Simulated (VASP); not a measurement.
Set up this calculation in VASP 6.6.1, as the native input.

```
Task                   : single point
Functional             : PBEsol
Potentials or basis    : VASP PAW PBE potentials, release 64 (Mo_sv, S)
Cutoff                 : 520 eV
k mesh                 : 2 × 2 × 2
Occupations            : gaussian, width 0.01 eV
Spin                   : no spin polarisation
Dipole correction      : no
Further INCAR settings : LREAL = Auto; ALGO = Normal; EDIFF = 1e-07; NBANDS = 209
```

The structure of MoS2 lies in POSCAR:

```
MoS2
1.0
    7.8534707830      2.7205220903      0.0000000000
   -1.5706941497     -8.1615662511      0.0000000000
    0.0000000000      0.0000000000    -12.5850874087
Mo S
14 28
Direct
    0.3333333333      0.6666666667      0.7500000000
    0.7619047619      0.8095238095      0.7500000000
    0.4761904762      0.3809523810      0.7500000000
    0.1904761905      0.9523809524      0.7500000000
    0.9047619048      0.5238095238      0.7500000000
    0.6190476190      0.0952380952      0.7500000000
    0.0476190476      0.2380952381      0.7500000000
    0.0952380952      0.4761904762      0.2500000000
    0.5238095238      0.6190476190      0.2500000000
    0.2380952381      0.1904761905      0.2500000000
    0.9523809524      0.7619047619      0.2500000000
    0.6666666667      0.3333333333      0.2500000000
    0.3809523810      0.9047619048      0.2500000000
    0.8095238095      0.0476190476      0.2500000000
    0.3333333333      0.6666666667      0.3738803285
    0.7619047619      0.8095238095      0.3738803285
    0.4761904762      0.3809523810      0.3738803285
    0.1904761905      0.9523809524      0.3738803285
    0.9047619048      0.5238095238      0.3738803285
    0.6190476190      0.0952380952      0.3738803285
    0.0476190476      0.2380952381      0.3738803285
    0.0952380952      0.4761904762      0.6261196715
    0.5238095238      0.6190476190      0.6261196715
    0.2380952381      0.1904761905      0.6261196715
    0.9523809524      0.7619047619      0.6261196715
    0.6666666667      0.3333333333      0.6261196715
    0.3809523810      0.9047619048      0.6261196715
    0.8095238095      0.0476190476      0.6261196715
    0.3333333333      0.6666666667      0.1261196715
    0.7619047619      0.8095238095      0.1261196715
    0.4761904762      0.3809523810      0.1261196715
    0.1904761905      0.9523809524      0.1261196715
    0.9047619048      0.5238095238      0.1261196715
    0.6190476190      0.0952380952      0.1261196715
    0.0476190476      0.2380952381      0.1261196715
    0.0952380952      0.4761904762      0.8738803285
    0.5238095238      0.6190476190      0.8738803285
    0.2380952381      0.1904761905      0.8738803285
    0.9523809524      0.7619047619      0.8738803285
    0.6666666667      0.3333333333      0.8738803285
    0.3809523810      0.9047619048      0.8738803285
    0.8095238095      0.0476190476      0.8738803285
```

One way to write it, as run:

INCAR

```
ALGO = Normal
EDIFF = 1E-7
ENCUT = 520
GGA = PS
ISIF = 2
ISMEAR = 0
LASPH = T
LCHARG = F
LREAL = Auto
LWAVE = F
NBANDS = 209
NELM = 60
PREC = Accurate
SIGMA = 0.01
```

KPOINTS

```
k-points
0
Gamma
  2 2 2
```

Potentials or basis: VASP PAW PBE potentials, release 64 (Mo_sv, S).

The run is started by

```console
$ cat potpaw_PBE.64/Mo_sv/POTCAR potpaw_PBE.64/S/POTCAR > POTCAR
$ mpirun -np 1 vasp_std > vasp.out
```

It gave:

| Item | Value |
| --- | --- |
| Pressure | 0.0 GPa |
| Largest force | 0.006 eV/Å |
| Band gap on the k mesh | 1.24 eV |

Caveat: the k points lie up to 0.44 Å⁻¹ apart; the PAW data sets were made with another functional, which shifts forces and pressure a little; this functional lacks dispersion, which binds the layers, so the pressure and a relaxed spacing across them are unreliable.

Wall time 14 min on 1 thread of Intel(R) Xeon(R) 6975P-C (Granite Rapids), on a shared host, peak memory 0.98 GiB.
